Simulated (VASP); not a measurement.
# ZrC (P6_3/mmc) in VASP: a series of runs

Runs on ZrC. Level: PBEsol. Tasks: single point.

Program: VASP 6.6.1. These are calculated values, not measurements. Logs are shortened: lines on timing, memory, paths and dates and some standing lists are left out, and cuts for length are marked.

**1. The cell of the first run**

Symmetry: P6_3/mmc, No. 194, hexagonal system. Conventional cell: a = 3.391 Å, b = 3.391 Å, c = 5.290 Å, α = 90.00°, β = 90.00°, γ = 120.00°. Within 3.1 Å of Zr (site symmetry -6m2) lie 6 C at 2.36 Å. Within 3.1 Å of C (site symmetry -3m) lie 6 Zr at 2.36 Å and 2 C at 2.65 Å.

**2. Single point, PBEsol**

INCAR

```
ALGO = Normal ; EDIFF = 1E-7
ENCUT = 520 ; GGA = PS
ISIF = 2 ; ISMEAR = -1
LASPH = T ; LCHARG = F
LREAL = F ; LWAVE = F
NBANDS = 24 ; NELM = 60
PREC = Accurate ; SIGMA = 0.03
```

KPOINTS

```
k-points
0
Gamma
  5 5 3
```

POSCAR

```
ZrC
1.0
    3.3914762718      0.0000000000      0.0000000000
   -1.6957381359      2.9371046077      0.0000000000
    0.0000000000      0.0000000000      5.2900530000
Zr C
2 2
Direct
    0.6666666667      0.3333333333      0.7500000000
    0.3333333333      0.6666666667      0.2500000000
    0.0000000000      0.0000000000      0.5000000000
    0.0000000000      0.0000000000      0.0000000000
```

Potentials or basis: VASP PAW PBE potentials, release 64 (Zr_sv, C).

The run is started by

```sh
> cat potpaw_PBE.64/Zr_sv/POTCAR potpaw_PBE.64/C/POTCAR > POTCAR
> mpirun -np 1 vasp_std > vasp.out
```

OUTCAR:

```text
EDIFF = 1E-7
   ENCUT = 520
   GGA = PS
   ISIF = 2
   ISMEAR = -1
   LASPH = T
   LREAL = F
   NELM = 60
   PREC = Accurate

 ion  position               nearest neighbor table
   1  0.667  0.333  0.750-   3 2.36   4 2.36   3 2.36   4 2.36   3 2.36   4 2.36   2 3.29   2 3.29
                             2 3.29   2 3.29   2 3.29   2 3.29
   2  0.333  0.667  0.250-   3 2.36   4 2.36   3 2.36   4 2.36   3 2.36   4 2.36   1 3.29   1 3.29
                             1 3.29   1 3.29   1 3.29   1 3.29
   3  0.000  0.000  0.500-   1 2.36   2 2.36   2 2.36   1 2.36   1 2.36   2 2.36
   4  0.000  0.000  0.000-   1 2.36   2 2.36   2 2.36   1 2.36   1 2.36   2 2.36

  LATTYP: Found a hexagonal cell.
 ALAT       =     3.3914762718
 C/A-ratio  =     1.5598083478

  Lattice vectors:

 A1 = (   3.3914762718,   0.0000000000,   0.0000000000)
 A2 = (  -1.6957381359,   2.9371046077,   0.0000000000)
 A3 = (   0.0000000000,   0.0000000000,   5.2900530000)

Analysis of symmetry for initial positions (statically):
=====================================================================
 Subroutine PRICEL returns:
 Original cell was already a primitive cell.

 Routine SETGRP: Setting up the symmetry group for a
 hexagonal supercell.

 Subroutine GETGRP returns: Found 24 space group operations
 (whereof 12 operations were pure point group operations)
 out of a pool of 24 trial point group operations.

The static configuration has the point symmetry D_3d.
 The point group associated with its full space group is D_6h.

Analysis of symmetry for dynamics (positions and initial velocities):
=====================================================================
 Subroutine PRICEL returns:
 Original cell was already a primitive cell.

 Routine SETGRP: Setting up the symmetry group for a
 hexagonal supercell.

 Subroutine GETGRP returns: Found 24 space group operations
 (whereof 12 operations were pure point group operations)
 out of a pool of 24 trial point group operations.

The dynamic configuration has the point symmetry D_3d.
 The point group associated with its full space group is D_6h.

 Subroutine INISYM returns: Found 24 space group operations
 (whereof 12 operations are pure point group operations),
 and found     1 'primitive' translations

----------------------------------------------------------------------------------------

                                     Primitive cell

  volume of cell :      52.6949

  direct lattice vectors                    reciprocal lattice vectors
     3.391476272  0.000000000  0.000000000     0.294856847  0.170235680  0.000000000
    -1.695738136  2.937104608  0.000000000     0.000000000  0.340471360  0.000000000
     0.000000000  0.000000000  5.290053000     0.000000000  0.000000000  0.189034023

  length of vectors
     3.391476272  3.391476272  5.290053000     0.340471360  0.340471360  0.189034023

  position of ions in fractional coordinates (direct lattice)
     0.666666667  0.333333333  0.750000000
     0.333333333  0.666666667  0.250000000
     0.000000000  0.000000000  0.500000000
     0.000000000  0.000000000  0.000000000

  ion indices of the primitive-cell ions
   primitive index   ion index
                 1           1
                 2           2
                 3           3
                 4           4

----------------------------------------------------------------------------------------

 KPOINTS: k-points

Automatic generation of k-mesh.
 Grid dimensions read from file:
 generate k-points for:    5    5    3

 Generating k-lattice:

  Cartesian coordinates                     Fractional coordinates (reciprocal lattice)
     0.058971369  0.034047136  0.000000000     0.200000000 -0.000000000  0.000000000
     0.000000000  0.068094272  0.000000000     0.000000000  0.200000000  0.000000000
     0.000000000  0.000000000  0.063011341     0.000000000  0.000000000  0.333333333

  Length of vectors
     0.068094272  0.068094272  0.063011341

  Shift w.r.t. Gamma in fractional coordinates (k-lattice)
     0.000000000  0.000000000  0.000000000

 Subroutine IBZKPT returns following result:
 ===========================================

 Found     10 irreducible k-points:

 Following reciprocal coordinates:
            Coordinates               Weight
  0.000000  0.000000  0.000000      1.000000
  0.200000  0.000000  0.000000      6.000000
  0.400000  0.000000  0.000000      6.000000
  0.200000  0.200000  0.000000      6.000000
  0.400000  0.200000  0.000000      6.000000
  0.000000  0.000000  0.333333      2.000000
  0.200000  0.000000  0.333333     12.000000
  0.400000  0.000000  0.333333     12.000000
  0.200000  0.200000  0.333333     12.000000
  0.400000  0.200000  0.333333     12.000000
   k-points           NKPTS =     10   k-points in BZ     NKDIM =     10   number of bands    NBANDS=     24
   number of dos      NEDOS =    301   number of ions     NIONS =      4
   total plane-waves  NPLWV =  31360
   dimension x,y,z NGX =    28 NGY =   28 NGZ =   40
   dimension x,y,z NGXF=    56 NGYF=   56 NGZF=   80
   ions per type =               2   2
   NGX,Y,Z   is equivalent  to a cutoff of  13.73, 13.73, 12.57 a.u.
   NGXF,Y,Z  is equivalent  to a cutoff of  27.45, 27.45, 25.14 a.u.
 SYSTEM =  unknown system
   PREC   = accura    normal or accurate (medium, high low for compatibility)
   ISTART =      0    job   : 0-new  1-cont  2-samecut
   ICHARG =      2    charge: 1-file 2-atom 10-const
   ISPIN  =      1    spin polarized calculation?
   LNONCOLLINEAR =      F non collinear calculations
   LSORBIT =      F    spin-orbit coupling
   LASPH  =      T    aspherical Exc in radial PAW
   ENCUT  =  520.0 eV  38.22 Ry    6.18 a.u.   6.31  6.31  9.84*2*pi/ulx,y,z
   NELM   =     60;   NELMIN=  2; NELMDL= -5     # of ELM steps
   EDIFF  = 0.1E-06   stopping-criterion for ELM
   LREAL  =      F    real-space projection
   EDIFFG = 0.1E-05   stopping-criterion for IOM
   NSW    =      0    number of steps for IOM
   IBRION =     -1    ionic relax: 0-MD 1-quasi-New 2-CG
   NFREE  =      0    steps in history (QN), initial steepest desc. (CG)
   ISIF   =      2    stress and relaxation
   ISYM   =      2    0-nonsym 1-usesym 2-fastsym
   POTIM  = 0.5000    time-step for ionic-motion
   TEBEG  =    0.0;   TEEND  =   0.0 temperature during run
   PSTRESS=    0.0 pullay stress
   NELECT =      32.0000    total number of electrons
   NUPDOWN=      -1.0000    fix difference up-down
   EMIN   =  10.00;   EMAX   =-10.00  energy-range for DOS
   EFERMI =   0.00;   METHOD = LEGACY
   ISMEAR =    -1;   SIGMA  =   0.03  broadening in eV -4-tet -1-fermi 0-gaus
   EFERMI_NEDOS =   21; number of points for ismear=-14 and -15
   IALGO  =     38    algorithm
   IMIX   =      4    mixing-type and parameters
     AMIX     =   0.40;   BMIX     =  1.00
     AMIX_MAG =   1.60;   BMIX_MAG =  1.00
  volume/ion in A,a.u.               =      13.17        88.90
  Fermi-wavevector in a.u.,A,eV,Ry     =   1.386337  2.619797 26.149441  1.921930
  Thomas-Fermi vector in A             =   2.510662
   LORBIT       =      0    0 simple, 1 ext, 2 COOP (PROOUT), +10 PAW based schemes
   GGA     = PS    functional components
   LHFCALC =     F    Hartree Fock is set to
   AEXX    =    0.0000 exact exchange contribution
   IVDW    =     0    specifies the selected vdW correction
   LEPSILON=     F    determine dielectric tensor
   LRPA    =     F    only Hartree local field effects (RPA)
 non-spin polarized calculation
  energy-cutoff  :      520.00
  volume of cell :       52.69
 maximum number of plane-waves:      1430
 NGX is ok and might be reduce to    28
   NGX = 13   NGY = 13   NGZ = 19

 number of electron      32.0000001 magnetization

 Free energy of the ion-electron system (eV)
  ---------------------------------------------------
  ext. energy  EPLUGINS =         0.00000000
  ---------------------------------------------------
  free energy    TOTEN  =       -40.49506510 eV

  energy without entropy =      -40.48864386  energy(sigma->0) =      -40.49185448

 E-fermi :   9.5795     XC(G=0): -12.2055

 val. band max:        9.5303274771   @ k =   0.4000   0.2000   0.0000
 cond. band min:       9.6282978828   @ k =   0.2000   0.2000   0.3333
 fundamental gap:      0.0979704057
 Fermi energy:         9.5795483613

 k-point     1 :       0.0000    0.0000    0.0000
  band No.  band energies     occupation
      1     -38.6168      2.00000
      2     -38.5021      2.00000
      3     -17.2070      2.00000
      4     -16.4986      2.00000
      5     -16.4986      2.00000
      6     -16.3994      2.00000
[... 16 lines left out ...]
     23      13.9750      0.00000
     24      17.0302      0.00000

 k-point     2 :       0.2000    0.0000    0.0000
  band No.  band energies     occupation
      1     -38.5885      2.00000
      2     -38.4930      2.00000
      3     -17.0980      2.00000
      4     -16.7118      2.00000
      5     -16.5855      2.00000
      6     -16.5729      2.00000
[... 16 lines left out ...]
     23      15.3467      0.00000
     24      15.5778      0.00000

 k-point     3 :       0.4000    0.0000    0.0000
  band No.  band energies     occupation
      1     -38.5356      2.00000
      2     -38.4851      2.00000
      3     -17.0537      2.00000
      4     -16.8642      2.00000
      5     -16.8571      2.00000
      6     -16.6744      2.00000
[... 16 lines left out ...]
     23      14.7964      0.00000
     24      15.5153      0.00000
[... 136 lines left out ...]
 k-point     9 :       0.2000    0.2000    0.3333
  band No.  band energies     occupation
      1     -38.5317      2.00000
      2     -38.5008      2.00000
      3     -17.0100      2.00000
      4     -16.9514      2.00000
      5     -16.6748      2.00000
      6     -16.6471      2.00000
[... 16 lines left out ...]
     23      15.7549      0.00000
     24      15.9302      0.00000

 k-point    10 :       0.4000    0.2000    0.3333
  band No.  band energies     occupation
      1     -38.5068      2.00000
      2     -38.4951      2.00000
      3     -17.0825      2.00000
      4     -16.9947      2.00000
      5     -16.8210      2.00000
      6     -16.6887      2.00000
[... 16 lines left out ...]
     23      16.0348      0.00000
     24      16.1003      0.00000

------------------------ aborting loop because EDIFF is reached ----------------------------------------

  FORCE on cell =-STRESS in cart. coord.  units (eV):
  Direction    XX          YY          ZZ          XY          YZ          ZX
  --------------------------------------------------------------------------------------
  -------------------------------------------------------------------------------------
  Total       -2.6960131     -2.6960131     -2.0592260      0.0000000     -0.0000000      0.0000000
  in kB      -81.9717778    -81.9717778    -62.6103849      0.0000000     -0.0000000      0.0000000
  external PRESSURE =     -75.5179801 kB  Pullay stress =       0.0000000 kB

 VOLUME and BASIS-vectors are now :
 -----------------------------------------------------------------------------
  energy-cutoff  :      520.00
  volume of cell :       52.69
      direct lattice vectors                 reciprocal lattice vectors
     3.391476272  0.000000000  0.000000000     0.294856847  0.170235680  0.000000000
    -1.695738136  2.937104608  0.000000000     0.000000000  0.340471360  0.000000000
     0.000000000  0.000000000  5.290053000     0.000000000  0.000000000  0.189034023

 POSITION                                       TOTAL-FORCE (eV/Angst)
 -----------------------------------------------------------------------------------
      1.69574      0.97903      3.96754         0.000000     -0.000000      0.000000
     -0.00000      1.95807      1.32251        -0.000000      0.000000      0.000000
      0.00000      0.00000      2.64503        -0.000000     -0.000000      0.000000
      0.00000      0.00000      0.00000        -0.000000     -0.000000      0.000000
 -----------------------------------------------------------------------------------
    total drift:                               -0.000000      0.000000     -0.000000

  FREE ENERGIE OF THE ION-ELECTRON SYSTEM (eV)
  ---------------------------------------------------
  free  energy   TOTEN  =       -40.4950651016 eV

  energy  without entropy=      -40.4886438578  energy(sigma->0) =      -40.49185448
```

It took 18 s on 1 thread of Intel Xeon 6975P-C, shared host; peak memory 0.17 GiB.

Results:

```yaml
Free_energy: -40.4951 eV
Pressure: -7.6 GPa
Band_gap_on_the_k_mesh: zero (band 16 reaches 10.54 eV, above the bottom of band 17 at 9.63 eV)
```

Caveat: the k points lie up to 0.43 Å⁻¹ apart; the PAW data sets were made with another functional, which shifts forces and pressure a little.

**3. Single point, PBEsol**

This run uses another cell than the first one, of 12.14 Å³/atom, 0.922 times its volume.

INCAR

```
PREC     = Accurate       # precision mode
ENCUT    = 520            # plane-wave cutoff, eV
EDIFF    = 1E-6           # SCF threshold, eV
ISMEAR   = -1             # smearing method
SIGMA    = 0.05           # smearing width, eV
LREAL    = False          # projectors in reciprocal space
LASPH    = True           # aspherical terms in the spheres
NELM     = 60             # most SCF steps
ALGO     = Normal         # electronic algorithm
ISIF     = 2              # what is computed and relaxed
LWAVE    = False          # write WAVECAR
LCHARG   = False          # write CHGCAR
GGA      = PS             # functional
NBANDS   = 24             # bands
```

KPOINTS

```
Automatic mesh
0
Gamma
  9 9 5
```

Changes to POSCAR since step 2:

```diff
@@ -2,4 +2,4 @@
 1.0
-    3.3914762718      0.0000000000      0.0000000000
-   -1.6957381359      2.9371046077      0.0000000000
+    3.2558172209      0.0000000000      0.0000000000
+   -1.6279086105      2.8196204234      0.0000000000
     0.0000000000      0.0000000000      5.2900530000
```

Potentials or basis: VASP PAW PBE potentials, release 64 (Zr_sv, C).

The run is started by

```sh
> cat potpaw_PBE.64/Zr_sv/POTCAR potpaw_PBE.64/C/POTCAR > POTCAR
> mpirun -np 1 vasp_std > vasp.out
```

Run time: 20 s. Hardware: 1 thread of Intel Xeon 6975P-C (Granite Rapids), shared host; peak memory 0.17 GiB.

Results (log left out):

```yaml
Free_energy: -40.3928 eV
Pressure: 12.2 GPa
Band_gap_on_the_k_mesh: zero (band 16 reaches 11.26 eV, above the bottom of band 17 at 10.27 eV)
```

Stress tensor (GPa, compression positive):
```
14.33  0.00  0.00
 0.00 14.33  0.00
 0.00  0.00  7.89
```

Levels at points of the mesh, in eV from the Fermi level:
```csv
k point,band 14,band 15,band 16,band 17,band 18,band 19
"(0.00, 0.00, 0.00)",-1.06,-1.06,0.71,1.30,1.30,2.01
```

Caveat: the PAW data sets were made with another functional, which shifts forces and pressure a little.

**4. Single point, PBEsol**

This run uses another cell than the first one, of 12.65 Å³/atom, 0.960 times its volume.

INCAR

```
PREC = Accurate
ENCUT = 520
EDIFF = 1E-6
ISMEAR = -1
SIGMA = 0.05
LREAL = False
LASPH = True
NELM = 60
ALGO = Normal
ISIF = 2
LWAVE = False
LCHARG = True
GGA = PS
LELF = True
LVHAR = True
NBANDS = 24
```

KPOINTS is that of step 3.

Changes to POSCAR since step 3:

```diff
@@ -2,4 +2,4 @@
 1.0
-    3.2558172209      0.0000000000      0.0000000000
-   -1.6279086105      2.8196204234      0.0000000000
+    3.3236467464      0.0000000000      0.0000000000
+   -1.6618233732      2.8783625155      0.0000000000
     0.0000000000      0.0000000000      5.2900530000
```

The run is started by

```sh
> cat potpaw_PBE.64/Zr_sv/POTCAR potpaw_PBE.64/C/POTCAR > POTCAR
> mpirun -np 1 vasp_std > vasp.out
```

Run time: 30 s. Hardware: 1 thread of Intel Xeon 6975P-C (Granite Rapids), shared host; peak memory 0.18 GiB.

The run converged. Its results:

```
Free energy            : -40.4957 eV
Pressure               : 1.5 GPa
Band gap on the k mesh : zero (band 16 reaches 10.91 eV, above the bottom of band 17 at 9.89 eV)
```

Stress tensor (GPa, compression positive):
```
2.00 0.00 0.00
0.00 2.00 0.00
0.00 0.00 0.46
```

Levels at points of the mesh, in eV from the Fermi level:
```tsv
k point	band 14	band 15	band 16	band 17	band 18	band 19
(0.00, 0.00, 0.00)	-1.06	-1.06	0.85	1.28	1.28	1.82
```

Caveat: the PAW data sets were made with another functional, which shifts forces and pressure a little.

**5. Overview**

```csv
cell,k mesh,smearing,gap on the mesh (eV),pressure (GPa)
"a = 3.391, b = 3.391, c = 5.290 Å, angles 90.0, 90.0, 120.0°, 4 atoms",5 × 5 × 3,fermi-dirac 0.03 eV,none,-7.6
"a = 3.256, b = 3.256, c = 5.290 Å, angles 90.0, 90.0, 120.0°, 4 atoms",9 × 9 × 5,fermi-dirac 0.05 eV,none,12.2
"a = 3.324, b = 3.324, c = 5.290 Å, angles 90.0, 90.0, 120.0°, 4 atoms",9 × 9 × 5,fermi-dirac 0.05 eV,none,1.5
```

Alike in all rows: task single point; level PBEsol; potentials or basis VASP PAW PBE potentials, release 64 (Zr_sv, C); no spin polarisation; cutoff (eV) 520.

Caveats: some runs use coarse meshes; the PAW data sets were made with another functional, which shifts forces and pressure a little.

Total energies depend on the potentials used, so only differences within one code and one set of settings carry meaning.
